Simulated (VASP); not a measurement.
Wanted: the native input for a VASP 6.6.1 run.

| Quantity | Value |
| --- | --- |
| Task | single point |
| Functional | PBEsol |
| Potentials or basis | VASP PAW PBE potentials, release 64 (Mg, O) |
| Cutoff | 520 eV |
| k mesh | 10 × 10 × 10 |
| Occupations | gaussian, width 0.05 eV |
| Spin | no spin polarisation |
| Dipole correction | no |
| Further INCAR settings | ALGO = Normal; EDIFF = 1e-06; NBANDS = 11 |

The structure of MgO lies in POSCAR:

```
MgO
1.0
    0.0000000000      2.1427928167      2.1427928167
    2.1427928167      0.0000000000      2.1427928167
    2.1427928167      2.1427928167      0.0000000000
Mg O
1 1
Direct
    0.0189270304      0.0189270304     -0.0189270304
    0.4712468609      0.4712468609      0.5287531391
```

These files were run (other wordings do the same):

INCAR

```
SYSTEM = MgO
PREC = Accurate
ENCUT = 520
EDIFF = 1E-6
ISMEAR = 0
SIGMA = 0.05
LREAL = .False.
LASPH = .True.
NELM = 80
ALGO = Normal
ISIF = 2
LWAVE = .False.
LCHARG = .False.
GGA = PS
NBANDS = 11
```

KPOINTS

```
regular mesh
0
Gamma
  10 10 10
  0 0 0
```

Potentials or basis: VASP PAW PBE potentials, release 64 (Mg, O).

Launch:

```sh
$ cat potpaw_PBE.64/Mg/POTCAR potpaw_PBE.64/O/POTCAR > POTCAR
$ mpirun -np 1 vasp_std > vasp.out
```

Results of the run:

```json
{
  "Pressure": "-3.9 GPa",
  "Largest force": "1.143 eV/Å",
  "Band gap on the k mesh": "4.15 eV, direct"
}
```

Caveat: the PAW data sets were made with another functional, which shifts forces and pressure a little.

It took 11 s on 1 thread of AMD EPYC 9R45 96-Core Processor (Zen 5), on a shared host, peak memory 0.12 GiB.
